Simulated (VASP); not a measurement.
## Sc2InN3: single point with PBE

The system is Sc2InN3.

```xyz
6
Lattice="5.6326 0.0000 0.0000 -2.8163 4.8780 0.0000 0.0000 0.0000 3.2409" Properties=species:S:1:pos:R:3 pbc="T T T"
Sc    0.0000    3.2520    1.6204
Sc    2.8163    1.6260    1.6204
In    0.0000    0.0000    1.6204
N    -1.4081    2.4390    0.0000
N     2.8163    0.0000    0.0000
N     1.4081    2.4390    0.0000
```

```json
{
 "Program": "VASP 6.6.1",
 "Task": "single point",
 "Functional": "PBE",
 "Potentials or basis": "VASP PAW PBE potentials, release 64 (Sc_sv, In_d, N)",
 "Cutoff": "520 eV",
 "k mesh": "6 × 6 × 6",
 "Occupations": "gaussian, width 0.1 eV",
 "Spin": "no spin polarisation",
 "Dipole correction": "no",
 "Further INCAR settings": "ALGO = Normal; EDIFF = 1e-07; NBANDS = 34"
}
```

| Quantity | Value |
| --- | --- |
| Pressure | -9.3 GPa |
| Band gap on the k mesh | zero (band 25 reaches 5.04 eV, above the bottom of band 26 at 4.14 eV) |

Stress tensor (GPa, compression positive):
```
 -2.23   0.00   0.00
  0.00  -2.23   0.00
  0.00   0.00 -23.40
```

Levels at points of the mesh, in eV from the Fermi level:
```
           k point  band 21  band 22  band 23  band 24  band 25  band 26  band 27  band 28  band 29  band 30
(0.00, 0.00, 0.00)    -1.60    -1.60    -0.60     0.35     0.35     0.53     2.13     3.46     3.46     4.12
(0.50, 0.00, 0.00)    -1.61    -1.35    -0.95    -0.95    -0.37     0.45     0.63     3.65     3.73     3.73
(0.00, 0.00, 0.50)    -2.37    -2.37    -0.29     0.25     0.25     0.33     0.86     0.91     0.91     4.70
(0.50, 0.00, 0.50)    -2.06    -1.85    -1.78    -1.61    -1.00     0.56     1.47     2.16     3.44     3.80
```

It took 54 s on 1 thread of Intel(R) Xeon(R) Platinum 8559C (Emerald Rapids) (shared host), peak memory 0.23 GiB.

Caveat: spin-orbit coupling is left out, which moves the levels of the heavy elements.
